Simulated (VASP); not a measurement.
A run of VASP 6.6.1:

INCAR

```
SYSTEM = Si
ALGO     = Normal         ! electronic algorithm
EDIFF    = 1E-6           ! SCF threshold, eV
ENCUT    = 520            ! plane-wave cutoff, eV
GGA      = CA             ! functional
ISIF     = 2              ! what is computed and relaxed
ISMEAR   = 0              ! smearing method
LASPH    = .True.         ! aspherical terms in the spheres
LCHARG   = .False.        ! write CHGCAR
LREAL    = .False.        ! projectors in reciprocal space
LWAVE    = .False.        ! write WAVECAR
NBANDS   = 16             ! bands
NELM     = 60             ! most SCF steps
PREC     = Accurate       ! precision mode
SIGMA    = 0.03           ! smearing width, eV
```

KPOINTS

```
k-points
0
Gamma
  12 12 6
  0 0 0
```

File POSCAR:

```
Si
1.0
    4.0291929185      0.0000000000      0.0000000000
   -2.0145964593      3.4893834241      0.0000000000
    0.0000000000      0.0000000000      5.5985635602
Si
4
Direct
    0.3333333333      0.6666666667      0.0391837161
    0.6666666667      0.3333333333      0.5391837161
    0.3333333333      0.6666666667      0.4608162839
    0.6666666667      0.3333333333      0.9608162839
```

Potentials or basis: VASP PAW LDA potentials, release 64 (Si).

Command:

```console
$ cat potpaw_LDA.64/Si/POTCAR > POTCAR
$ mpirun -np 1 vasp_std > vasp.out
```

Hardware: 1 thread of Intel(R) Xeon(R) Platinum 8488C (Sapphire Rapids), with other jobs on the host.

Estimate the wall time of this run.

Run time: 52 s on 1 thread of Intel(R) Xeon(R) Platinum 8488C (Sapphire Rapids), with other jobs on the host, peak memory 0.19 GiB. Counts: scf iterations 13, k points 76.
